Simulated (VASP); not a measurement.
Nb, 1 atom in the cell. The structure is tetragonal, space group I4/mmm (No. 139). The conventional cell has a = 2.991 Å, b = 2.991 Å, c = 4.336 Å, α = 90.00°, β = 90.00°, γ = 90.00°. Nb (site symmetry 4/mmm) has 12 Nb at 2.99 to 3.03 Å within 3.9 Å.  This cell differs from its parent crystal: strain +0.000 along x and y, +0.025 along z.

- Program: VASP 6.6.1
- Task: single point
- Functional: PBEsol
- Potentials or basis: VASP PAW PBE potentials, release 64 (Nb_sv)
- Cutoff: 500 eV
- k mesh: 20 × 20 × 20
- Occupations: gaussian, width 0.15 eV
- Spin: no spin polarisation
- Dipole correction: no
- Further INCAR settings: ALGO = Normal; EDIFF = 1e-06; NBANDS = 12

Potentials or basis: VASP PAW PBE potentials, release 64 (Nb_sv).

Launch:

```sh
$ cat potpaw_PBE.64/Nb_sv/POTCAR > POTCAR
$ mpirun -np 1 vasp_std > vasp.out
```

Hardware: 1 thread of Intel(R) Xeon(R) Platinum 8488C (Sapphire Rapids) (shared host).

Q: Estimate the wall time of this run.

A: Wall time 68 s on 1 thread of Intel(R) Xeon(R) Platinum 8488C (Sapphire Rapids) (shared host), peak memory 0.26 GiB. Counts: scf iterations 11, k points 641.
